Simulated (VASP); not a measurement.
Wanted: the native input for a VASP 6.6.1 run.

```yaml
Task: single point
Functional: LDA
Potentials_or_basis: VASP PAW LDA potentials, release 64 (Mo_sv, S)
Cutoff: 520 eV
k_mesh: 10 × 10 × 5
Occupations: fermi-dirac, width 0.1 eV
Spin: no spin polarisation
Dipole_correction: no
Further_INCAR_settings: ALGO = Normal; EDIFF = 1e-06; NBANDS = 20
```

The structure of MoS2 lies in POSCAR:

```
MoS2
1.0
    3.2803785858      0.0000000000      0.0000000000
   -1.6401892929      2.8408989650      0.0000000000
    0.0000000000      0.0000000000      6.4159715105
Mo S
1 2
Direct
    0.0000000000      0.0000000000      0.5000000000
    0.3333333333      0.6666666667      0.2553200000
    0.6666666667      0.3333333333      0.7446800000
```

These files were run (other wordings do the same):

INCAR

```
SYSTEM = MoS2
ALGO = Normal
EDIFF = 1E-6
ENCUT = 520
ISIF = 2
ISMEAR = -1
LASPH = .True.
LCHARG = .False.
LREAL = .False.
LWAVE = .False.
NBANDS = 20
NELM = 60
PREC = Accurate
SIGMA = 0.1
```

KPOINTS

```
k-points
0
Gamma
  10 10 5
  0 0 0
```

Potentials or basis: VASP PAW LDA potentials, release 64 (Mo_sv, S).

Launch:

```sh
$ cat potpaw_LDA.64/Mo_sv/POTCAR potpaw_LDA.64/S/POTCAR > POTCAR
$ mpirun -np 1 vasp_std > vasp.out
```

It gave:

The pressure is -11.1 GPa, the largest force is 0.844 eV/Å and the band gap on the k mesh is zero (band 13 reaches 6.52 eV, above the bottom of band 14 at 5.78 eV).

Wall time 19 s on 1 thread of Intel(R) Xeon(R) 6975P-C (Granite Rapids) (shared host), peak memory 0.18 GiB.
